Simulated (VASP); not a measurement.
# CaPb (Pmmm) in VASP: single point with LDA

Aim: the single point of CaPb with LDA.

Program: VASP 6.6.1. These are calculated values, not measurements. Logs are shortened: lines on timing, memory, paths and dates and some standing lists are left out, and cuts for length are marked.

## 1. The cell of the first run

Symmetry: Pmmm, No. 47, orthorhombic system. The conventional cell has a = 3.567 Å, b = 3.700 Å, c = 4.628 Å, α = 90.00°, β = 90.00°, γ = 90.00°. Ca (site symmetry mmm) has 8 Pb at 3.46 Å and 6 Ca at 3.57 to 4.63 Å within 4.7 Å. Pb (site symmetry mmm) has 8 Ca at 3.46 Å and 6 Pb at 3.57 to 4.63 Å within 4.7 Å.

## 2. Single point, LDA (strain +0.0375 x Voigt [1, 0, 0, 0, 0, 0])

File INCAR:

```
ALGO     = Fast           # electronic algorithm
EDIFF    = 1E-7           # SCF threshold, eV
ENCUT    = 520            # plane-wave cutoff, eV
ISIF     = 2              # what is computed and relaxed
ISMEAR   = 0              # smearing method
LASPH    = T              # aspherical terms in the spheres
LCHARG   = T              # write CHGCAR
LELF     = T              # ELF
LREAL    = F              # projectors in reciprocal space
LVHAR    = T            
LWAVE    = F              # write WAVECAR
NBANDS   = 19             # bands
NELM     = 80             # most SCF steps
PREC     = Accurate       # precision mode
SIGMA    = 0.15           # smearing width, eV
```

File KPOINTS:

```
k-points
0
Gamma
  14 14 10
```

File POSCAR:

```
CaPb
1.0
    3.7003844295      0.0000000000      0.0000000000
    0.0000000000      3.5666355947      0.0000000000
    0.0000000000      0.0000000000      4.6275118900
Ca Pb
1 1
Direct
    0.0000000000      0.0000000000      0.0000000000
    0.5000000000      0.5000000000      0.5000000000
```

Potentials or basis: VASP PAW LDA potentials, release 64 (Ca_sv, Pb_d).

Launch:

```console
$ cat potpaw_LDA.64/Ca_sv/POTCAR potpaw_LDA.64/Pb_d/POTCAR > POTCAR
$ mpirun -np 1 vasp_std > vasp.out
```

OUTCAR:

```text
EDIFF = 1E-7
   ENCUT = 520
   ISIF = 2
   ISMEAR = 0
   LASPH = T
   LREAL = F
   NELM = 80
   PREC = Accurate

 ion  position               nearest neighbor table
   1  0.000  0.000  0.000-   2 3.46   2 3.46   2 3.46   2 3.46   2 3.46   2 3.46   2 3.46   2 3.46

   2  0.500  0.500  0.500-   1 3.46   1 3.46   1 3.46   1 3.46   1 3.46   1 3.46   1 3.46   1 3.46

  LATTYP: Found a simple orthorhombic cell.
 ALAT       =     3.5666355947
 B/A-ratio  =     1.0375000000
 C/A-ratio  =     1.2974445432

  Lattice vectors:

 A1 = (   0.0000000000,  -3.5666355947,   0.0000000000)
 A2 = (   3.7003844295,   0.0000000000,   0.0000000000)
 A3 = (   0.0000000000,   0.0000000000,   4.6275118900)

Analysis of symmetry for initial positions (statically):
=====================================================================
 Subroutine PRICEL returns:
 Original cell was already a primitive cell.

 Routine SETGRP: Setting up the symmetry group for a
 simple orthorhombic supercell.

 Subroutine GETGRP returns: Found  8 space group operations
 (whereof  8 operations were pure point group operations)
 out of a pool of  8 trial point group operations.

The static configuration has the point symmetry D_2h.

Analysis of symmetry for dynamics (positions and initial velocities):
=====================================================================
 Subroutine PRICEL returns:
 Original cell was already a primitive cell.

 Routine SETGRP: Setting up the symmetry group for a
 simple orthorhombic supercell.

 Subroutine GETGRP returns: Found  8 space group operations
 (whereof  8 operations were pure point group operations)
 out of a pool of  8 trial point group operations.

The dynamic configuration has the point symmetry D_2h.

 Subroutine INISYM returns: Found  8 space group operations
 (whereof  8 operations are pure point group operations),
 and found     1 'primitive' translations

----------------------------------------------------------------------------------------

                                     Primitive cell

  volume of cell :      61.0735

  direct lattice vectors                    reciprocal lattice vectors
     3.700384430  0.000000000  0.000000000     0.270242192  0.000000000  0.000000000
     0.000000000  3.566635595  0.000000000     0.000000000  0.280376274  0.000000000
     0.000000000  0.000000000  4.627511890     0.000000000  0.000000000  0.216098850

  length of vectors
     3.700384430  3.566635595  4.627511890     0.270242192  0.280376274  0.216098850

  position of ions in fractional coordinates (direct lattice)
     0.000000000  0.000000000  0.000000000
     0.500000000  0.500000000  0.500000000

  ion indices of the primitive-cell ions
   primitive index   ion index
                 1           1
                 2           2

----------------------------------------------------------------------------------------

 KPOINTS: k-points

Automatic generation of k-mesh.
 Grid dimensions read from file:
 generate k-points for:   14   14   10

 Generating k-lattice:

  Cartesian coordinates                     Fractional coordinates (reciprocal lattice)
     0.019303014  0.000000000  0.000000000     0.071428571  0.000000000  0.000000000
     0.000000000  0.020026877  0.000000000     0.000000000  0.071428571  0.000000000
     0.000000000  0.000000000  0.021609885     0.000000000  0.000000000  0.100000000

  Length of vectors
     0.019303014  0.020026877  0.021609885

  Shift w.r.t. Gamma in fractional coordinates (k-lattice)
     0.000000000  0.000000000  0.000000000

 Subroutine IBZKPT returns following result:
 ===========================================

 Found    384 irreducible k-points:

 Following reciprocal coordinates:
            Coordinates               Weight
  0.000000  0.000000  0.000000      1.000000
  0.071429  0.000000  0.000000      2.000000
  0.142857  0.000000  0.000000      2.000000
  0.214286  0.000000  0.000000      2.000000
  0.285714  0.000000  0.000000      2.000000
  0.357143  0.000000  0.000000      2.000000
[... 16 lines left out ...]
  0.428571  0.142857  0.000000      4.000000
  0.500000  0.142857  0.000000      2.000000
 [... further k-points ...]
   k-points           NKPTS =    384   k-points in BZ     NKDIM =    384   number of bands    NBANDS=     19
   number of dos      NEDOS =    301   number of ions     NIONS =      2
   total plane-waves  NPLWV =  28224
   dimension x,y,z NGX =    28 NGY =   28 NGZ =   36
   dimension x,y,z NGXF=    56 NGYF=   56 NGZF=   72
   ions per type =               1   1
   NGX,Y,Z   is equivalent  to a cutoff of  12.58, 13.05, 12.93 a.u.
   NGXF,Y,Z  is equivalent  to a cutoff of  25.16, 26.10, 25.87 a.u.
 SYSTEM =  unknown system
   PREC   = accura    normal or accurate (medium, high low for compatibility)
   ISTART =      0    job   : 0-new  1-cont  2-samecut
   ICHARG =      2    charge: 1-file 2-atom 10-const
   ISPIN  =      1    spin polarized calculation?
   LNONCOLLINEAR =      F non collinear calculations
   LSORBIT =      F    spin-orbit coupling
   LASPH  =      T    aspherical Exc in radial PAW
   ENCUT  =  520.0 eV  38.22 Ry    6.18 a.u.   6.88  6.63  8.60*2*pi/ulx,y,z
   NELM   =     80;   NELMIN=  2; NELMDL= -5     # of ELM steps
   EDIFF  = 0.1E-06   stopping-criterion for ELM
   LREAL  =      F    real-space projection
   EDIFFG = 0.1E-05   stopping-criterion for IOM
   NSW    =      0    number of steps for IOM
   IBRION =     -1    ionic relax: 0-MD 1-quasi-New 2-CG
   NFREE  =      0    steps in history (QN), initial steepest desc. (CG)
   ISIF   =      2    stress and relaxation
   ISYM   =      2    0-nonsym 1-usesym 2-fastsym
   POTIM  = 0.5000    time-step for ionic-motion
   TEBEG  =    0.0;   TEEND  =   0.0 temperature during run
   PSTRESS=    0.0 pullay stress
   NELECT =      24.0000    total number of electrons
   NUPDOWN=      -1.0000    fix difference up-down
   EMIN   =  10.00;   EMAX   =-10.00  energy-range for DOS
   EFERMI =   0.00;   METHOD = LEGACY
   ISMEAR =     0;   SIGMA  =   0.15  broadening in eV -4-tet -1-fermi 0-gaus
   EFERMI_NEDOS =   21; number of points for ismear=-14 and -15
   IALGO  =     68    algorithm
   IMIX   =      4    mixing-type and parameters
     AMIX     =   0.40;   BMIX     =  1.00
     AMIX_MAG =   1.60;   BMIX_MAG =  1.00
  volume/ion in A,a.u.               =      30.54       206.07
  Fermi-wavevector in a.u.,A,eV,Ry     =   1.199115  2.265999 19.563504  1.437877
  Thomas-Fermi vector in A             =   2.334986
   LORBIT       =      0    0 simple, 1 ext, 2 COOP (PROOUT), +10 PAW based schemes
   GGA     = CA    functional components
   LHFCALC =     F    Hartree Fock is set to
   AEXX    =    0.0000 exact exchange contribution
   IVDW    =     0    specifies the selected vdW correction
   LEPSILON=     F    determine dielectric tensor
   LRPA    =     F    only Hartree local field effects (RPA)
 non-spin polarized calculation
 RMM-DIIS sequential band-by-band and
 Gauss-broadening in eV      SIGMA  =   0.15
  energy-cutoff  :      520.00
  volume of cell :       61.07
 maximum number of plane-waves:      1666
 NGX is ok and might be reduce to    28
   NGX = 13   NGY = 13   NGZ = 17

 number of electron      24.0000003 magnetization

 Free energy of the ion-electron system (eV)
  ---------------------------------------------------
  ext. energy  EPLUGINS =         0.00000000
  ---------------------------------------------------
  free energy    TOTEN  =        -7.64818663 eV

  energy without entropy =       -7.63733806  energy(sigma->0) =       -7.64276234

 E-fermi :   4.8613     XC(G=0):  -9.7189

 val. band max:        4.8524903225   @ k =   0.5000   0.3571   0.2000
 cond. band min:       4.8661058573   @ k =   0.2143   0.2857   0.1000
 fundamental gap:      0.0136155349
 Fermi energy:         4.8612564623

 k-point     1 :       0.0000    0.0000    0.0000
  band No.  band energies     occupation
      1     -36.1814      2.00000
      2     -17.4641      2.00000
      3     -17.4360      2.00000
      4     -17.4222      2.00000
      5     -11.7063      2.00000
      6     -11.5554      2.00000
[... 11 lines left out ...]
     18       8.6637      0.00000
     19       9.1586      0.00000

 k-point     2 :       0.0714    0.0000    0.0000
  band No.  band energies     occupation
      1     -36.1809      2.00000
      2     -17.4635      2.00000
      3     -17.4435      2.00000
      4     -17.4217      2.00000
      5     -11.7016      2.00000
      6     -11.5517      2.00000
[... 11 lines left out ...]
     18       9.0347      0.00000
     19       9.2977      0.00000

 k-point     3 :       0.1429    0.0000    0.0000
  band No.  band energies     occupation
      1     -36.1794      2.00000
      2     -17.4642      2.00000
      3     -17.4617      2.00000
      4     -17.4201      2.00000
      5     -11.6891      2.00000
      6     -11.5405      2.00000
[... 11 lines left out ...]
     18       9.6105      0.00000
     19       9.6931      0.00000

 k-point     4 :       0.2143    0.0000    0.0000
  band No.  band energies     occupation
      1     -36.1773      2.00000
      2     -17.4941      2.00000
      3     -17.4592      2.00000
      4     -17.4179      2.00000
      5     -11.6738      2.00000
      6     -11.5288      2.00000
[... 407 lines left out ...]
     18       9.9513      0.00000
     19      10.9352      0.00000

 k-point    23 :       0.4286    0.1429    0.0000
  band No.  band energies     occupation
      1     -36.1682      2.00000
      2     -17.5708      2.00000
      3     -17.4484      2.00000
      4     -17.4472      2.00000
      5     -11.6010      2.00000
      6     -11.5720      2.00000
[... 11 lines left out ...]
     18      10.3358      0.00000
     19      10.7368      0.00000

 k-point    24 :       0.5000    0.1429    0.0000
  band No.  band energies     occupation
      1     -36.1677      2.00000
      2     -17.5779      2.00000
      3     -17.4478      2.00000
      4     -17.4466      2.00000
      5     -11.5991      2.00000
      6     -11.5745      2.00000
[... 11 lines left out ...]
     18      10.6325      0.00000
     19      10.7049      0.00000

 [... further k-points ...]

------------------------ aborting loop because EDIFF is reached ----------------------------------------

  FORCE on cell =-STRESS in cart. coord.  units (eV):
  Direction    XX          YY          ZZ          XY          YZ          ZX
  --------------------------------------------------------------------------------------
  -------------------------------------------------------------------------------------
  Total       -1.7194851     -1.0682205     -1.5020175     -0.0000000      0.0000000      0.0000000
  in kB      -45.1082397    -28.0232403    -39.4032859     -0.0000000      0.0000000      0.0000000
  external PRESSURE =     -37.5115886 kB  Pullay stress =       0.0000000 kB

 VOLUME and BASIS-vectors are now :
 -----------------------------------------------------------------------------
  energy-cutoff  :      520.00
  volume of cell :       61.07
      direct lattice vectors                 reciprocal lattice vectors
     3.700384430  0.000000000  0.000000000     0.270242192  0.000000000  0.000000000
     0.000000000  3.566635595  0.000000000     0.000000000  0.280376274  0.000000000
     0.000000000  0.000000000  4.627511890     0.000000000  0.000000000  0.216098850

 POSITION                                       TOTAL-FORCE (eV/Angst)
 -----------------------------------------------------------------------------------
      0.00000      0.00000      0.00000         0.000000      0.000000      0.000000
      1.85019      1.78332      2.31376         0.000000      0.000000      0.000000
 -----------------------------------------------------------------------------------
    total drift:                                0.000000      0.000000      0.000000

  FREE ENERGIE OF THE ION-ELECTRON SYSTEM (eV)
  ---------------------------------------------------
  free  energy   TOTEN  =        -7.6481866254 eV

  energy  without entropy=       -7.6373380558  energy(sigma->0) =       -7.64276234
```

Run time: 11 min. Hardware: 1 thread of Intel Xeon Platinum 8259CL at 2.50GHz (Skylake/Cascade Lake), shared host; peak memory 0.52 GiB.

What came out:

| Item | Value |
| --- | --- |
| Free energy | -7.6482 eV |
| Pressure | -3.8 GPa |
| Band gap on the k mesh | zero (bands 12 and 13 overlap by 2.87 eV) |

Levels at points of the mesh, in eV from the Fermi level:
| k point | band 9 | band 10 | band 11 | band 12 | band 13 | band 14 | band 15 | band 16 |
| --- | --- | --- | --- | --- | --- | --- | --- | --- |
| (0.00, 0.00, 0.00) | -16.36 | -9.72 | -0.42 | 0.12 | 1.21 | 2.81 | 3.53 | 3.57 |
| (0.50, 0.00, 0.00) | -16.31 | -8.26 | -3.68 | -0.51 | 1.37 | 2.50 | 3.54 | 3.89 |
| (0.00, 0.50, 0.00) | -16.29 | -7.99 | -3.63 | -0.39 | 1.55 | 2.08 | 3.71 | 3.76 |
| (0.50, 0.50, 0.00) | -16.27 | -6.95 | -1.76 | -1.53 | 1.20 | 2.07 | 2.11 | 2.26 |
| (0.00, 0.00, 0.50) | -16.36 | -9.15 | -3.96 | 1.29 | 1.66 | 2.21 | 2.88 | 4.28 |
| (0.50, 0.00, 0.50) | -16.30 | -8.13 | -2.60 | -1.78 | 0.14 | 3.28 | 3.45 | 3.61 |
| (0.00, 0.50, 0.50) | -16.28 | -7.87 | -2.60 | -1.57 | 0.35 | 2.97 | 3.40 | 3.53 |
| (0.50, 0.50, 0.50) | -16.27 | -6.51 | -2.03 | -1.88 | -1.51 | 3.34 | 3.35 | 3.36 |

Caveat: the cell differs from its parent crystal (strain +0.0375 x Voigt [1, 0, 0, 0, 0, 0]); the cell stands under tension; spin-orbit coupling is left out, which moves the levels of the heavy elements.
